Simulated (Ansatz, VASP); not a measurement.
Two plane-wave programs on Co

INCAR

```
PREC = Accurate
ENCUT = 520
EDIFF = 1E-6
ISMEAR = -1
SIGMA = 0.05
LREAL = F
LASPH = T
NELM = 150
ALGO = Normal
ISIF = 2
LWAVE = F
LCHARG = T
ISPIN = 2
MAGMOM = 4 4
LORBIT = 11
NUPDOWN = 8.0
LMAXMIX = 4
GGA = PE
LELF = T
LVHAR = T
NBANDS = 20
```

The input KPOINTS:

```
Automatic mesh
0
Gamma
  10 10 6
```

File POSCAR:

```
Co
1.0
    2.4719999032      0.0000000000      0.0000000000
   -1.2359999516      2.1408147143      0.0000000000
    0.0000000000      0.0000000000      4.0211440800
Co
2
Direct
    0.6666666667      0.3333333333      0.7500000000
    0.3333333333      0.6666666667      0.2500000000
```

Contents of input.yaml:

```yaml
crystal:
  lattice:
    - [2.4719999032, 0.0, 0.0]
    - [-1.2359999516, 2.1408147143, 0.0]
    - [0.0, 0.0, 4.02114408]
  atoms:
    - { symbol: Co, position: [0.6666666667, 0.3333333333, 0.75], spin: 4.0 }
    - { symbol: Co, position: [0.3333333333, 0.6666666667, 0.25], spin: 4.0 }
hamiltonian:
  xc: pbe
  pseudopotentials: { kind: paw }
magnetization:
  spin_polarized: true
  initial_magnetization: 8.0
  spin_locking: { lock_magnetization: hard }
kpoints:
  mp_grid: { grid: [10, 10, 6] }
scf:
  occupations: { method: fermi_dirac, width: 0.05 }
  lower_state_search: "off"
output:
  forces: true
  stress: true
  eigenvalues: true
```

Alike in both runs: task single point; functional PBE; k mesh 10 × 10 × 6; occupations fermi-dirac, width 0.05 eV; collinear spin; fixed moment 8 μB.

```csv
,VASP,Ansatz
version,VASP 6.6.1,Ansatz 0.2.0
potentials or method,"VASP PAW PBE potentials, release 64 (Co)",Ansatz PAW
plane-wave cutoff (eV),520,420
valence electrons in the cell,18,34
```

|  | VASP | Ansatz | Ansatz less VASP |
| --- | --- | --- | --- |
| net moment per atom (μB) | 4.00 | 4.00 | 0.000 |
| size of the moment on the site where the two differ most (μB) | 3.75 | 3.52 | -0.230 |

Site moments also hang on the region over which each program counts them. VASP's potentials hold 18 valence electrons a cell and Ansatz's 34, so a difference there can come from the potentials and not from the codes.
